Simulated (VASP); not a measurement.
Input of a VASP 6.6.1 run:

File INCAR:

```
SYSTEM = Li
PREC = Accurate ; ENCUT = 520
EDIFF = 1E-6 ; ISMEAR = -1
SIGMA = 0.08 ; LREAL = .FALSE.
LASPH = .TRUE. ; NELM = 80
ALGO = Normal ; ISIF = 2
LWAVE = .FALSE. ; LCHARG = .FALSE.
GGA = PS ; NBANDS = 8
```

The input KPOINTS:

```
regular mesh
0
G
  15 15 15
  0 0 0
```

POSCAR

```
Li
1.0
   -1.7150000000      1.7150000000      1.7500000000
    1.7150000000     -1.7150000000      1.7500000000
    1.7150000000      1.7150000000     -1.7500000000
Li
1
Direct
    0.0000000000      0.0000000000      0.0000000000
```

Potentials or basis: VASP PAW PBE potentials, release 64 (Li_sv).

Launch:

```console
$ cat potpaw_PBE.64/Li_sv/POTCAR > POTCAR
$ mpirun -np 1 vasp_std > vasp.out
```

Task: Predict the band gap on the k mesh.

Result: Zero (an odd number of electrons rules out a gap without spin polarisation).

Caveat: the cell differs from its parent crystal (equal xx and yy strain of -2 %).
